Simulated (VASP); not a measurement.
A run of VASP 6.6.1 is set up as follows.

INCAR

```
SYSTEM = TiO2
ALGO     = Normal         ! electronic algorithm
EDIFF    = 1E-8           ! SCF threshold, eV
ENCUT    = 520            ! plane-wave cutoff, eV
GGA      = PE             ! functional
IBRION   = 8              ! ionic algorithm
ISIF     = 2              ! what is computed and relaxed
ISMEAR   = 0              ! smearing method
LASPH    = .TRUE.         ! aspherical terms in the spheres
LCHARG   = .FALSE.        ! write CHGCAR
LREAL    = .FALSE.        ! projectors in reciprocal space
LWAVE    = .FALSE.        ! write WAVECAR
NELM     = 60             ! most SCF steps
NSW      = 1              ! ionic steps
PREC     = Accurate       ! precision mode
SIGMA    = 0.01           ! smearing width, eV
```

Contents of KPOINTS:

```
k-points
0
G
  4 4 6
  0 0 0
```

POSCAR

```
TiO2
1.0
    4.5922000000      0.0000000000      0.0000000000
    0.0000000000      4.5922000000      0.0000000000
    0.0000000000      0.0000000000      2.9574000000
Ti O
2 4
Direct
    0.0000000000      0.0000000000      0.0000000000
    0.5000000000      0.5000000000      0.5000000000
    0.3049600000      0.3049600000      0.0000000000
    0.1950400000      0.8049600000      0.5000000000
    0.6950400000      0.6950400000      0.0000000000
    0.8049600000      0.1950400000      0.5000000000
```

Potentials or basis: VASP PAW PBE potentials, release 64 (Ti_sv, O).

Run with:

```sh
$ cat potpaw_PBE.64/Ti_sv/POTCAR potpaw_PBE.64/O/POTCAR > POTCAR
$ mpirun -np 1 vasp_std > vasp.out
```

Problem. Predict the highest phonon frequency at Γ, LO-TO splitting left out.

Solution. 802 cm⁻¹.

Phonon frequencies in cm⁻¹ (negative: imaginary):
| q point | frequencies |
| --- | --- |
| (0.000, 0.000, 0.000) | -1 -1 0 83 87 96 96 128 373 373 385 420 453 453 482 482 600 802 |

Caveat: the cell stands under pressure or tension, which shifts response properties.
